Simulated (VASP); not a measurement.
CuO, 6 atoms in the cell. It takes space group P4/mmm (No. 123, tetragonal). Conventional cell: a = 4.161 Å, b = 4.161 Å, c = 3.888 Å, α = 90.00°, β = 90.00°, γ = 90.00°. Cu (site symmetry mmm) has 4 O at 1.94 to 2.08 Å within 2.6 Å. Cu (site symmetry 4/mmm) has 6 O at 1.94 to 2.08 Å within 2.6 Å. O (site symmetry 4/mmm) has 6 Cu at 1.94 to 2.08 Å within 2.6 Å. Within 2.6 Å of O (site symmetry mmm) lie 4 Cu at 1.94 to 2.08 Å. 

| Quantity | Value |
| --- | --- |
| Program | VASP 6.6.1 |
| Task | single point |
| Functional | LDA |
| Potentials or basis | VASP PAW LDA potentials, release 64 (Cu, O) |
| Cutoff | 520 eV |
| k mesh | 7 × 7 × 7 |
| Occupations | fermi-dirac, width 0.05 eV |
| Spin | no spin polarisation |
| Dipole correction | no |
| Further INCAR settings | ALGO = Normal; EDIFF = 1e-07; NBANDS = 34 |

Potentials or basis: VASP PAW LDA potentials, release 64 (Cu, O).

Launch:

```bash
$ cat potpaw_LDA.64/Cu/POTCAR potpaw_LDA.64/O/POTCAR > POTCAR
$ mpirun -np 1 vasp_std > vasp.out
```

Hardware: 1 thread of Intel(R) Xeon(R) 6975P-C (Granite Rapids), on a shared host.

Estimate the wall time of this run.

Run time: 43 s on 1 thread of Intel(R) Xeon(R) 6975P-C (Granite Rapids), with other jobs on the host, peak memory 0.19 GiB. Counts: scf iterations 19, k points 40.
